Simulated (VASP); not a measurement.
# KCl in VASP: further runs, part 2 of 2

VASP 6.6.1. Earlier steps stand in the parts before.

## Step 4: Single point, PBE (equal xy, yz and zx shear strains of +1 %)

The input, INCAR:

```
SYSTEM = KCl
ALGO = Normal ; EDIFF = 1E-7
ENCUT = 520 ; GGA = PE
ISIF = 2 ; ISMEAR = -1
LASPH = .TRUE. ; LCHARG = .FALSE.
LREAL = .FALSE. ; LWAVE = .FALSE.
NBANDS = 15 ; NELM = 100
PREC = Accurate ; SIGMA = 0.02
```

The input, KPOINTS:

```
k-points
0
G
  7 7 7
  0 0 0
```

The input, POSCAR:

```
KCl
1.0
    3.6340000000      0.0181700000      0.0181700000
    0.0181700000      3.6340000000      0.0181700000
    0.0181700000      0.0181700000      3.6340000000
K Cl
1 1
Direct
    0.0000000000      0.0000000000      0.0000000000
    0.5000000000      0.5000000000      0.5000000000
```

Potentials or basis: VASP PAW PBE potentials, release 64 (K_sv, Cl).

Started as:

```sh
cat potpaw_PBE.64/K_sv/POTCAR potpaw_PBE.64/Cl/POTCAR > POTCAR
mpirun -np 1 vasp_std > vasp.out
```

OUTCAR:

```text
SYSTEM = KCl
   EDIFF = 1E-7
   ENCUT = 520
   GGA = PE
   ISIF = 2
   ISMEAR = -1
   LASPH = .TRUE.
   LREAL = .FALSE.
   NELM = 100
   PREC = Accurate

 ion  position               nearest neighbor table
   1  0.000  0.000  0.000-   2 3.14   2 3.14   2 3.14   2 3.14   2 3.14   2 3.14   2 3.18   2 3.18

   2  0.500  0.500  0.500-   1 3.14   1 3.14   1 3.14   1 3.14   1 3.14   1 3.14   1 3.18   1 3.18

  LATTYP: Found a trigonal (rhomboedric) cell.
 ALAT       =     3.6340908489
 COS(alpha) =     0.0100244988

  Lattice vectors:

 A1 = (   3.6340000000,   0.0181700000,   0.0181700000)
 A2 = (   0.0181700000,   3.6340000000,   0.0181700000)
 A3 = (   0.0181700000,   0.0181700000,   3.6340000000)

Analysis of symmetry for initial positions (statically):
=====================================================================
 Subroutine PRICEL returns:
 Original cell was already a primitive cell.

 Routine SETGRP: Setting up the symmetry group for a
 trigonal (rhombohedral) supercell.

 Subroutine GETGRP returns: Found 12 space group operations
 (whereof 12 operations were pure point group operations)
 out of a pool of 12 trial point group operations.

The static configuration has the point symmetry D_3d.

Analysis of symmetry for dynamics (positions and initial velocities):
=====================================================================
 Subroutine PRICEL returns:
 Original cell was already a primitive cell.

 Routine SETGRP: Setting up the symmetry group for a
 trigonal (rhombohedral) supercell.

 Subroutine GETGRP returns: Found 12 space group operations
 (whereof 12 operations were pure point group operations)
 out of a pool of 12 trial point group operations.

The dynamic configuration has the point symmetry D_3d.

 Subroutine INISYM returns: Found 12 space group operations
 (whereof 12 operations are pure point group operations),
 and found     1 'primitive' translations

----------------------------------------------------------------------------------------

[... 111 lines left out ...]
     AMIX     =   0.40;   BMIX     =  1.00
     AMIX_MAG =   1.60;   BMIX_MAG =  1.00
  volume/ion in A,a.u.               =      23.99       161.92
  Fermi-wavevector in a.u.,A,eV,Ry     =   1.135204  2.145225 17.533678  1.288689
  Thomas-Fermi vector in A             =   2.271909
   LORBIT       =      0    0 simple, 1 ext, 2 COOP (PROOUT), +10 PAW based schemes
   GGA     = PE    functional components
[... 5 lines left out ...]
 non-spin polarized calculation
  energy-cutoff  :      520.00
  volume of cell :       47.99
 maximum number of plane-waves:      1321
   NGX = 13   NGY = 13   NGZ = 13

 number of electron      16.0000000 magnetization

 Free energy of the ion-electron system (eV)
  ---------------------------------------------------
  ext. energy  EPLUGINS =         0.00000000
  ---------------------------------------------------
  free energy    TOTEN  =        -6.54933700 eV

  energy without entropy =       -6.54933700  energy(sigma->0) =       -6.54933700

 E-fermi :   0.5477     XC(G=0):  -8.8093

 val. band max:        0.0376727049   @ k =   0.4286   0.4286   0.0000
 cond. band min:       5.6480894981   @ k =   0.0000   0.0000   0.0000
 fundamental gap:      5.6104167931
 Fermi energy:         0.5476785700

 k-point     1 :       0.0000    0.0000    0.0000
  band No.  band energies     occupation
      1     -27.7483      2.00000
      2     -12.8484      2.00000
      3     -11.0960      2.00000
      4     -11.0960      2.00000
      5     -11.0912      2.00000
      6      -0.1682      2.00000
      7      -0.1682      2.00000
      8      -0.1553      2.00000
      9       5.6481      0.00000
     10       6.4385      0.00000
     11       6.4385      0.00000
     12      11.0936      0.00000
     13      11.0936      0.00000
     14      11.2028      0.00000
[... 401 lines left out ...]
      2     -12.7116      2.00000
      3     -11.3116      2.00000
      4     -11.1657      2.00000
      5     -11.0862      2.00000
      6      -1.6175      2.00000
      7      -1.0381      2.00000
      8      -0.3848      2.00000
      9       7.4940      0.00000
     10       8.4326      0.00000
     11       9.0975      0.00000
     12       9.7581      0.00000
     13      10.6624      0.00000
     14      11.0985      0.00000
     15      13.2204      0.00000

 [... further k-points ...]
[... 5 lines left out ...]
  --------------------------------------------------------------------------------------
  -------------------------------------------------------------------------------------
  Total        1.3606132      1.3606132      1.3606132     -0.0430222     -0.0430222     -0.0430222
  in kB       45.4279299     45.4279299     45.4279299     -1.4364176     -1.4364176     -1.4364176
  external PRESSURE =      45.4279299 kB  Pullay stress =       0.0000000 kB

 VOLUME and BASIS-vectors are now :
 -----------------------------------------------------------------------------
  energy-cutoff  :      520.00
  volume of cell :       47.99
      direct lattice vectors                 reciprocal lattice vectors
     3.634000000  0.018170000  0.018170000     0.275192557 -0.001369117 -0.001369117
     0.018170000  3.634000000  0.018170000    -0.001369117  0.275192557 -0.001369117
     0.018170000  0.018170000  3.634000000    -0.001369117 -0.001369117  0.275192557

 POSITION                                       TOTAL-FORCE (eV/Angst)
 -----------------------------------------------------------------------------------
      0.00000      0.00000      0.00000        -0.000000      0.000000     -0.000000
      1.83517      1.83517      1.83517         0.000000     -0.000000      0.000000
 -----------------------------------------------------------------------------------
    total drift:                                0.000000      0.000000      0.000000

  FREE ENERGIE OF THE ION-ELECTRON SYSTEM (eV)
  ---------------------------------------------------
  free  energy   TOTEN  =        -6.5493370032 eV

  energy  without entropy=       -6.5493370032  energy(sigma->0) =       -6.54933700
```

stdout:

```text
POSCAR found type information on POSCAR K Cl
 POSCAR found :  2 types and       2 ions
 scaLAPACK will be used
 LDA part: xc-table for (Slater+PW92), standard interpolation
 POSCAR, INCAR and KPOINTS ok, starting setup
 FFT: planning ... GRIDC
 FFT: planning ... GRID_SOFT
 FFT: planning ... GRID
 WAVECAR not read
 entering main loop
```

Wall time 55 s (1 thread of AMD EPYC 7R13, shared host); peak memory 0.14 GiB.

Results:

```yaml
Free_energy: -6.5493 eV
Pressure: 4.5 GPa
Band_gap_on_the_k_mesh: 5.61 eV, indirect (least direct gap 5.80 eV)
```

Levels at points of the mesh, in eV from the valence-band top:
```csv
k point,band 4,band 5,band 6,band 7,band 8,band 9,band 10,band 11,band 12,band 13
"(0.00, 0.00, 0.00)",-11.13,-11.13,-0.21,-0.21,-0.19,5.61,6.40,6.40,11.06,11.06
```

Caveat: the cell differs from its parent crystal (equal xy, yz and zx shear strains of +1 %). A k mesh can miss the band edges.

## Step 5: Single point, PBE (volume scaled by 0.94)

The input, INCAR:

```
SYSTEM = KCl
ALGO = Normal
EDIFF = 1E-6
ENCUT = 520
GGA = PE
ISIF = 2
ISMEAR = -1
LASPH = .TRUE.
LCHARG = .FALSE.
LREAL = .FALSE.
LWAVE = .FALSE.
NBANDS = 15
NELM = 60
PREC = Accurate
SIGMA = 0.02
```

KPOINTS is that of step 4.

The input, POSCAR:

```
KCl
1.0
    3.5598159191      0.0000000000      0.0000000000
    0.0000000000      3.5598159191      0.0000000000
    0.0000000000      0.0000000000      3.5598159191
K Cl
1 1
Direct
    0.0000000000      0.0000000000      0.0000000000
    0.5000000000      0.5000000000      0.5000000000
```

Started as:

```sh
cat potpaw_PBE.64/K_sv/POTCAR potpaw_PBE.64/Cl/POTCAR > POTCAR
mpirun -np 1 vasp_std > vasp.out
```

Wall time 17 s (1 thread of Intel Xeon 8259CL, shared host); peak memory 0.16 GiB.

Results (log left out):

```yaml
Free_energy: -6.4444 eV
Pressure: 7.3 GPa
Band_gap_on_the_k_mesh: 5.97 eV, indirect (least direct gap 6.17 eV)
```

Levels at points of the mesh, in eV from the valence-band top:
| k point | band 4 | band 5 | band 6 | band 7 | band 8 | band 9 | band 10 | band 11 | band 12 | band 13 |
| --- | --- | --- | --- | --- | --- | --- | --- | --- | --- | --- |
| (0.00, 0.00, 0.00) | -11.04 | -11.04 | -0.20 | -0.20 | -0.20 | 5.97 | 6.29 | 6.29 | 11.24 | 11.24 |

 A k mesh can miss the band edges.

## Step 6: Summary

```csv
cell,gap on the mesh (eV),pressure (GPa)
"a = 3.634 Å, angles 90.6°, 2 atoms",5.61,4.5
"a = 3.634 Å, angles 91.1°, 2 atoms",5.61,4.6
"a = 3.634 Å, angles 89.4°, 2 atoms",5.61,4.5
"a = 3.560 Å, 2 atoms",5.97,7.3
```

Alike in all rows: task single point; level PBE; potentials or basis VASP PAW PBE potentials, release 64 (K_sv, Cl); no spin polarisation; k mesh 7 × 7 × 7; cutoff (eV) 520; smearing fermi-dirac 0.02 eV.

Absolute energies hang on the potentials; compare differences alone.
